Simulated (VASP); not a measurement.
Write the native input for VASP 6.6.1 that does the following.

```
Task                   : single point
Functional             : PBEsol
Potentials or basis    : VASP PAW PBE potentials, release 64 (In_d, Sb)
Cutoff                 : 500 eV
k mesh                 : 5 × 5 × 5
Occupations            : methfessel-paxton, width 0.025 eV
Spin                   : no spin polarisation
Dipole correction      : no
Further INCAR settings : ALGO = Normal; EDIFF = 1e-06; NBANDS = 16
```

The structure of InSb lies in POSCAR:

```
InSb
1.0
    0.0000000000      3.0215965458      3.0215965458
    3.0215965458      0.0000000000      3.0215965458
    3.0215965458      3.0215965458      0.0000000000
In Sb
1 1
Direct
    0.0000000000      0.0000000000      0.0000000000
    0.5000000000      0.5000000000      0.5000000000
```

One way to write it, as run:

INCAR

```
SYSTEM = InSb
PREC     = Accurate       ! precision mode
ENCUT    = 500            ! plane-wave cutoff, eV
EDIFF    = 1E-6           ! SCF threshold, eV
ISMEAR   = 1              ! smearing method
SIGMA    = 0.025          ! smearing width, eV
LREAL    = .FALSE.        ! projectors in reciprocal space
LASPH    = .TRUE.         ! aspherical terms in the spheres
NELM     = 120            ! most SCF steps
ALGO     = Normal         ! electronic algorithm
ISIF     = 2              ! what is computed and relaxed
LWAVE    = .FALSE.        ! write WAVECAR
LCHARG   = .TRUE.         ! write CHGCAR
GGA      = PS             ! functional
LELF     = .TRUE.         ! ELF
LVHAR    = .TRUE.       
NBANDS   = 16             ! bands
GGA_COMPAT= .FALSE.
```

KPOINTS

```
regular mesh
0
G
  5 5 5
  0 0 0
```

Potentials or basis: VASP PAW PBE potentials, release 64 (In_d, Sb).

Launch:

```bash
$ cat potpaw_PBE.64/In_d/POTCAR potpaw_PBE.64/Sb/POTCAR > POTCAR
$ mpirun -np 1 vasp_std > vasp.out
```

It gave:

The pressure is 0.0 GPa. The band gap on the k mesh is zero (band 9 reaches 7.60 eV, above the bottom of band 10 at 4.95 eV).

Caveat: the k points lie up to 0.36 Å⁻¹ apart; the PAW data sets were made with another functional, which shifts forces and pressure a little; spin-orbit coupling is left out, which moves the levels of the heavy elements.

Wall time 20 s on 1 thread of AMD EPYC 7R13, with other jobs on the host, peak memory 0.15 GiB.
